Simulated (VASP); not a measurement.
# ZrSi2 (P6/mmm) in VASP: further runs

ZrSi2 is run at these levels: PBEsol; tasks: single point.

Everything below comes from runs of VASP 6.6.1. Logs are shortened: lines on timing, memory, paths and dates and some standing lists are left out, and cuts for length are marked.

**1. The cell of the first run**

It takes space group P6/mmm (No. 191, hexagonal). Conventional cell: a = 4.004 Å, b = 4.004 Å, c = 3.514 Å, α = 90.00°, β = 90.00°, γ = 120.00°. Within 3.8 Å of Zr (site symmetry 6/mmm) lie 12 Si at 2.90 Å and 2 Zr at 3.51 Å. Si (site symmetry -6m2) has 3 Si at 2.31 Å and 6 Zr at 2.90 Å within 3.1 Å.

**2. Single point, PBEsol**

Contents of INCAR:

```
PREC = Accurate
ENCUT = 520
EDIFF = 1E-6
ISMEAR = 0
SIGMA = 0.1
LREAL = False
LASPH = True
NELM = 80
ALGO = Normal
ISIF = 2
LWAVE = False
LCHARG = True
GGA = PS
LELF = True
LVHAR = True
NBANDS = 17
```

Contents of KPOINTS:

```
regular mesh
0
Gamma
  12 12 12
```

Contents of POSCAR:

```
ZrSi2
1.0
    4.0039576646      0.0000000000      0.0000000000
   -2.0019788323      3.4675290533      0.0000000000
    0.0000000000      0.0000000000      3.5144591440
Zr Si
1 2
Direct
    0.0000000000      0.0000000000      0.0000000000
    0.3333333333      0.6666666667      0.5000000000
    0.6666666667      0.3333333333      0.5000000000
```

Potentials or basis: VASP PAW PBE potentials, release 64 (Zr_sv, Si).

Started as:

```
> cat potpaw_PBE.64/Zr_sv/POTCAR potpaw_PBE.64/Si/POTCAR > POTCAR
> mpirun -np 1 vasp_std > vasp.out
```

OUTCAR:

```text
PREC = Accurate
   ENCUT = 520
   EDIFF = 1E-6
   ISMEAR = 0
   LREAL = False
   LASPH = True
   NELM = 80
   ISIF = 2
   GGA = PS

 ion  position               nearest neighbor table
   1  0.000  0.000  0.000-   2 2.90   3 2.90   2 2.90   3 2.90   3 2.90   3 2.90   2 2.90   2 2.90
                             3 2.90   3 2.90   2 2.90   2 2.90
   2  0.333  0.667  0.500-   3 2.31   3 2.31   3 2.31   1 2.90   1 2.90   1 2.90   1 2.90   1 2.90
                             1 2.90
   3  0.667  0.333  0.500-   2 2.31   2 2.31   2 2.31   1 2.90   1 2.90   1 2.90   1 2.90   1 2.90
                             1 2.90

  LATTYP: Found a hexagonal cell.
 ALAT       =     4.0039576646
 C/A-ratio  =     0.8777463296

  Lattice vectors:

 A1 = (   4.0039576646,   0.0000000000,   0.0000000000)
 A2 = (  -2.0019788323,   3.4675290533,   0.0000000000)
 A3 = (   0.0000000000,   0.0000000000,   3.5144591440)

Analysis of symmetry for initial positions (statically):
=====================================================================
 Subroutine PRICEL returns:
 Original cell was already a primitive cell.

 Routine SETGRP: Setting up the symmetry group for a
 hexagonal supercell.

 Subroutine GETGRP returns: Found 24 space group operations
 (whereof 24 operations were pure point group operations)
 out of a pool of 24 trial point group operations.

The static configuration has the point symmetry D_6h.

Analysis of symmetry for dynamics (positions and initial velocities):
=====================================================================
 Subroutine PRICEL returns:
 Original cell was already a primitive cell.

 Routine SETGRP: Setting up the symmetry group for a
 hexagonal supercell.

 Subroutine GETGRP returns: Found 24 space group operations
 (whereof 24 operations were pure point group operations)
 out of a pool of 24 trial point group operations.

The dynamic configuration has the point symmetry D_6h.

 Subroutine INISYM returns: Found 24 space group operations
 (whereof 24 operations are pure point group operations),
 and found     1 'primitive' translations

----------------------------------------------------------------------------------------

                                     Primitive cell

  volume of cell :      48.7942

  direct lattice vectors                    reciprocal lattice vectors
     4.003957665  0.000000000  0.000000000     0.249752890  0.144194899  0.000000000
    -2.001978832  3.467529053  0.000000000     0.000000000  0.288389797  0.000000000
     0.000000000  0.000000000  3.514459144     0.000000000  0.000000000  0.284538804

  length of vectors
     4.003957665  4.003957665  3.514459144     0.288389797  0.288389797  0.284538804

  position of ions in fractional coordinates (direct lattice)
     0.000000000  0.000000000  0.000000000
     0.333333333  0.666666667  0.500000000
     0.666666667  0.333333333  0.500000000

  ion indices of the primitive-cell ions
   primitive index   ion index
                 1           1
                 2           2
                 3           3

----------------------------------------------------------------------------------------

 KPOINTS: regular mesh

Automatic generation of k-mesh.
 Grid dimensions read from file:
 generate k-points for:   12   12   12

 Generating k-lattice:

  Cartesian coordinates                     Fractional coordinates (reciprocal lattice)
     0.020812741  0.012016242  0.000000000     0.083333333  0.000000000  0.000000000
     0.000000000  0.024032483  0.000000000     0.000000000  0.083333333  0.000000000
     0.000000000  0.000000000  0.023711567     0.000000000  0.000000000  0.083333333

  Length of vectors
     0.024032483  0.024032483  0.023711567

  Shift w.r.t. Gamma in fractional coordinates (k-lattice)
     0.000000000  0.000000000  0.000000000

 Subroutine IBZKPT returns following result:
 ===========================================

 Found    133 irreducible k-points:

 Following reciprocal coordinates:
            Coordinates               Weight
  0.000000  0.000000  0.000000      1.000000
  0.083333 -0.000000  0.000000      6.000000
  0.166667  0.000000  0.000000      6.000000
  0.250000  0.000000  0.000000      6.000000
  0.333333  0.000000  0.000000      6.000000
  0.416667 -0.000000  0.000000      6.000000
[... 16 lines left out ...]
  0.250000  0.000000  0.083333     12.000000
  0.333333  0.000000  0.083333     12.000000
 [... further k-points ...]
   k-points           NKPTS =    133   k-points in BZ     NKDIM =    133   number of bands    NBANDS=     17
   number of dos      NEDOS =    301   number of ions     NIONS =      3
   total plane-waves  NPLWV =  25200
   dimension x,y,z NGX =    30 NGY =   30 NGZ =   28
   dimension x,y,z NGXF=    60 NGYF=   60 NGZF=   56
   ions per type =               1   2
   NGX,Y,Z   is equivalent  to a cutoff of  12.46, 12.46, 13.24 a.u.
   NGXF,Y,Z  is equivalent  to a cutoff of  24.91, 24.91, 26.49 a.u.
 SYSTEM =  unknown system
   PREC   = accura    normal or accurate (medium, high low for compatibility)
   ISTART =      0    job   : 0-new  1-cont  2-samecut
   ICHARG =      2    charge: 1-file 2-atom 10-const
   ISPIN  =      1    spin polarized calculation?
   LNONCOLLINEAR =      F non collinear calculations
   LSORBIT =      F    spin-orbit coupling
   LASPH  =      T    aspherical Exc in radial PAW
   ENCUT  =  520.0 eV  38.22 Ry    6.18 a.u.   7.44  7.44  6.53*2*pi/ulx,y,z
   NELM   =     80;   NELMIN=  2; NELMDL= -5     # of ELM steps
   EDIFF  = 0.1E-05   stopping-criterion for ELM
   LREAL  =      F    real-space projection
   EDIFFG = 0.1E-04   stopping-criterion for IOM
   NSW    =      0    number of steps for IOM
   IBRION =     -1    ionic relax: 0-MD 1-quasi-New 2-CG
   NFREE  =      0    steps in history (QN), initial steepest desc. (CG)
   ISIF   =      2    stress and relaxation
   ISYM   =      2    0-nonsym 1-usesym 2-fastsym
   POTIM  = 0.5000    time-step for ionic-motion
   TEBEG  =    0.0;   TEEND  =   0.0 temperature during run
   PSTRESS=    0.0 pullay stress
   NELECT =      20.0000    total number of electrons
   NUPDOWN=      -1.0000    fix difference up-down
   EMIN   =  10.00;   EMAX   =-10.00  energy-range for DOS
   EFERMI =   0.00;   METHOD = LEGACY
   ISMEAR =     0;   SIGMA  =   0.10  broadening in eV -4-tet -1-fermi 0-gaus
   EFERMI_NEDOS =   21; number of points for ismear=-14 and -15
   IALGO  =     38    algorithm
   IMIX   =      4    mixing-type and parameters
     AMIX     =   0.40;   BMIX     =  1.00
     AMIX_MAG =   1.60;   BMIX_MAG =  1.00
  volume/ion in A,a.u.               =      16.26       109.76
  Fermi-wavevector in a.u.,A,eV,Ry     =   1.216080  2.298058 20.120982  1.478850
  Thomas-Fermi vector in A             =   2.351446
   LORBIT       =      0    0 simple, 1 ext, 2 COOP (PROOUT), +10 PAW based schemes
   GGA     = PS    functional components
   LHFCALC =     F    Hartree Fock is set to
   AEXX    =    0.0000 exact exchange contribution
   IVDW    =     0    specifies the selected vdW correction
   LEPSILON=     F    determine dielectric tensor
   LRPA    =     F    only Hartree local field effects (RPA)
 non-spin polarized calculation
 Gauss-broadening in eV      SIGMA  =   0.10
  energy-cutoff  :      520.00
  volume of cell :       48.79
 maximum number of plane-waves:      1333
 NGX is ok and might be reduce to    30
   NGX = 15   NGY = 15   NGZ = 13

 number of electron      20.0000000 magnetization

 Free energy of the ion-electron system (eV)
  ---------------------------------------------------
  ext. energy  EPLUGINS =         0.00000000
  ---------------------------------------------------
  free energy    TOTEN  =       -21.75067618 eV

  energy without entropy =      -21.74079304  energy(sigma->0) =      -21.74573461

 E-fermi :  10.6607     XC(G=0): -11.4698

 val. band max:       10.6432991684   @ k =   0.3333   0.0000   0.1667
 cond. band min:      10.6844341629   @ k =   0.4167   0.1667   0.3333
 fundamental gap:      0.0411349944
 Fermi energy:        10.6607028963

 k-point     1 :       0.0000    0.0000    0.0000
  band No.  band energies     occupation
      1     -38.5715      2.00000
      2     -16.6655      2.00000
      3     -16.6655      2.00000
      4     -16.5481      2.00000
      5      -2.2961      2.00000
      6       6.2254      2.00000
[... 9 lines left out ...]
     16      14.1074      0.00000
     17      15.1876      0.00000

 k-point     2 :       0.0833   -0.0000    0.0000
  band No.  band energies     occupation
      1     -38.5711      2.00000
      2     -16.6737      2.00000
      3     -16.6674      2.00000
      4     -16.5472      2.00000
      5      -2.2038      2.00000
      6       5.7102      2.00000
[... 9 lines left out ...]
     16      14.3079      0.00000
     17      15.4467      0.00000

 k-point     3 :       0.1667    0.0000    0.0000
  band No.  band energies     occupation
      1     -38.5699      2.00000
      2     -16.6961      2.00000
      3     -16.6724      2.00000
      4     -16.5446      2.00000
      5      -1.9314      2.00000
      6       4.7222      2.00000
[... 9 lines left out ...]
     16      14.8561      0.00000
     17      15.9189      0.00000

 k-point     4 :       0.2500    0.0000    0.0000
  band No.  band energies     occupation
      1     -38.5684      2.00000
      2     -16.7264      2.00000
      3     -16.6792      2.00000
      4     -16.5411      2.00000
      5      -1.4919      2.00000
      6       3.6718      2.00000
[... 9 lines left out ...]
     16      15.6494      0.00000
     17      15.6909      0.00000

 k-point     5 :       0.3333    0.0000    0.0000
  band No.  band energies     occupation
      1     -38.5668      2.00000
      2     -16.7563      2.00000
      3     -16.6861      2.00000
      4     -16.5376      2.00000
      5      -0.9071      2.00000
      6       2.6524      2.00000
[... 9 lines left out ...]
     16      15.6278      0.00000
     17      16.1002      0.00000

 k-point     6 :       0.4167   -0.0000    0.0000
  band No.  band energies     occupation
      1     -38.5657      2.00000
      2     -16.7781      2.00000
      3     -16.6911      2.00000
      4     -16.5350      2.00000
      5      -0.2178      2.00000
      6       1.7068      2.00000
[... 9 lines left out ...]
     16      16.5079      0.00000
     17      16.8215      0.00000

 k-point     7 :       0.5000    0.0000    0.0000
  band No.  band energies     occupation
      1     -38.5653      2.00000
      2     -16.7860      2.00000
      3     -16.6929      2.00000
      4     -16.5341      2.00000
      5       0.3098      2.00000
      6       1.0947      2.00000
[... 9 lines left out ...]
     16      17.2372      0.00000
     17      17.7311      0.00000

 k-point     8 :       0.0833    0.0833    0.0000
  band No.  band energies     occupation
      1     -38.5703      2.00000
      2     -16.6886      2.00000
      3     -16.6712      2.00000
      4     -16.5454      2.00000
      5      -2.0215      2.00000
      6       5.0230      2.00000
[... 9 lines left out ...]
     16      14.4947      0.00000
     17      15.9985      0.00000
[... 203 lines left out ...]
      1     -38.5645      2.00000
      2     -16.7488      2.00000
      3     -16.7488      2.00000
      4     -16.5323      2.00000
      5       1.0671      2.00000
      6       1.0671      2.00000
[... 9 lines left out ...]
     16      16.4350      0.00000
     17      16.4350      0.00000

 k-point    20 :       0.0000    0.0000    0.0833
  band No.  band energies     occupation
      1     -38.5703      2.00000
      2     -16.6635      2.00000
      3     -16.6635      2.00000
      4     -16.5671      2.00000
      5      -2.2156      2.00000
      6       6.2930      2.00000
[... 9 lines left out ...]
     16      13.7502      0.00000
     17      15.6679      0.00000

 k-point    21 :       0.0833   -0.0000    0.0833
  band No.  band energies     occupation
      1     -38.5699      2.00000
      2     -16.6717      2.00000
      3     -16.6654      2.00000
      4     -16.5661      2.00000
      5      -2.1251      2.00000
      6       5.7730      2.00000
[... 9 lines left out ...]
     16      13.9759      0.00000
     17      15.9079      0.00000

 k-point    22 :       0.1667    0.0000    0.0833
  band No.  band energies     occupation
      1     -38.5688      2.00000
      2     -16.6938      2.00000
      3     -16.6704      2.00000
      4     -16.5632      2.00000
      5      -1.8579      2.00000
      6       4.7764      2.00000
[... 9 lines left out ...]
     16      14.5638      0.00000
     17      15.9093      0.00000

 k-point    23 :       0.2500    0.0000    0.0833
  band No.  band energies     occupation
      1     -38.5673      2.00000
      2     -16.7238      2.00000
      3     -16.6772      2.00000
      4     -16.5593      2.00000
      5      -1.4269      2.00000
      6       3.7189      2.00000
[... 9 lines left out ...]
     16      15.4049      0.00000
     17      15.5723      0.00000

 k-point    24 :       0.3333    0.0000    0.0833
  band No.  band energies     occupation
      1     -38.5657      2.00000
      2     -16.7534      2.00000
      3     -16.6839      2.00000
      4     -16.5554      2.00000
      5      -0.8542      2.00000
      6       2.6977      2.00000
[... 9 lines left out ...]
     16      15.3413      0.00000
     17      16.4151      0.00000

 [... further k-points ...]
[... 5 lines left out ...]
  --------------------------------------------------------------------------------------
  -------------------------------------------------------------------------------------
  Total        0.0474830      0.0474830      0.0377166      0.0000000      0.0000000     -0.0000000
  in kB        1.5591241      1.5591241      1.2384387      0.0000000      0.0000000     -0.0000000
  external PRESSURE =       1.4522290 kB  Pullay stress =       0.0000000 kB

 VOLUME and BASIS-vectors are now :
 -----------------------------------------------------------------------------
  energy-cutoff  :      520.00
  volume of cell :       48.79
      direct lattice vectors                 reciprocal lattice vectors
     4.003957665  0.000000000  0.000000000     0.249752890  0.144194899  0.000000000
    -2.001978832  3.467529053  0.000000000     0.000000000  0.288389797  0.000000000
     0.000000000  0.000000000  3.514459144     0.000000000  0.000000000  0.284538804

 POSITION                                       TOTAL-FORCE (eV/Angst)
 -----------------------------------------------------------------------------------
      0.00000      0.00000      0.00000        -0.000000      0.000000      0.000000
     -0.00000      2.31169      1.75723        -0.000000      0.000000      0.000000
      2.00198      1.15584      1.75723         0.000000     -0.000000      0.000000
 -----------------------------------------------------------------------------------
    total drift:                                0.000000     -0.000000      0.000000

  FREE ENERGIE OF THE ION-ELECTRON SYSTEM (eV)
  ---------------------------------------------------
  free  energy   TOTEN  =       -21.7506761754 eV

  energy  without entropy=      -21.7407930429  energy(sigma->0) =      -21.74573461
```

Wall time 39 s (1 thread of Intel Xeon 6975P-C (Granite Rapids), shared host); peak memory 0.24 GiB.

Results:

* Free energy: -21.7507 eV
* Pressure: 0.1 GPa
* Band gap on the k mesh: zero (band 10 reaches 11.52 eV, above the bottom of band 11 at 9.40 eV)

Caveat: the PAW data sets were made with another functional, which shifts forces and pressure a little.

**3. Single point, PBEsol**

This run uses another cell than the first one, of 17.25 Å³/atom, 1.060 times its volume.

Contents of INCAR:

```
PREC = Accurate ; ENCUT = 500
EDIFF = 1E-6 ; ISMEAR = 0
SIGMA = 0.1 ; LREAL = False
LASPH = True ; NELM = 120
ALGO = Normal ; ISIF = 2
LWAVE = False ; LCHARG = False
GGA = PS ; NBANDS = 17
GGA_COMPAT = False
```

Contents of KPOINTS:

```
Automatic mesh
0
Gamma
  6 6 6
```

Contents of POSCAR:

```
ZrSi2
1.0
    3.9620807385      0.0000000000      0.0000000000
   -1.9810403692      3.4312625714      0.0000000000
    0.0000000000      0.0000000000      3.8059229089
Zr Si
1 2
Direct
    0.0000000000      0.0000000000      0.0000000000
    0.3333333333      0.6666666667      0.5000000000
    0.6666666667      0.3333333333      0.5000000000
```

Potentials or basis: VASP PAW PBE potentials, release 64 (Zr_sv, Si).

Started as:

```
> cat potpaw_PBE.64/Zr_sv/POTCAR potpaw_PBE.64/Si/POTCAR > POTCAR
> mpirun -np 1 vasp_std > vasp.out
```

It took 22 s on 1 thread of Intel Xeon 6975P-C, shared host; peak memory 0.17 GiB.

The run converged. Its results:

| Item | Value |
| --- | --- |
| Free energy | -21.5727 eV |
| Pressure | -4.9 GPa |
| Band gap on the k mesh | zero (band 10 reaches 11.00 eV, above the bottom of band 11 at 9.24 eV) |

Stress tensor (GPa, compression positive):
```
 -1.80   0.00   0.00
  0.00  -1.80   0.00
  0.00   0.00 -10.99
```

Levels at points of the mesh, in eV from the Fermi level:
| k point | band 8 | band 9 | band 10 | band 11 | band 12 | band 13 |
| --- | --- | --- | --- | --- | --- | --- |
| (0.00, 0.00, 0.00) | -2.50 | -2.47 | -0.98 | 0.71 | 0.71 | 0.92 |
| (0.50, 0.00, 0.00) | -3.49 | -3.07 | 0.17 | 0.89 | 1.32 | 1.80 |
| (0.00, 0.00, 0.50) | -2.71 | -2.15 | -2.15 | -0.77 | -0.77 | 0.45 |
| (0.50, 0.00, 0.50) | -4.26 | -3.99 | -0.57 | 1.77 | 2.25 | 2.38 |

Caveat: the PAW data sets were made with another functional, which shifts forces and pressure a little.
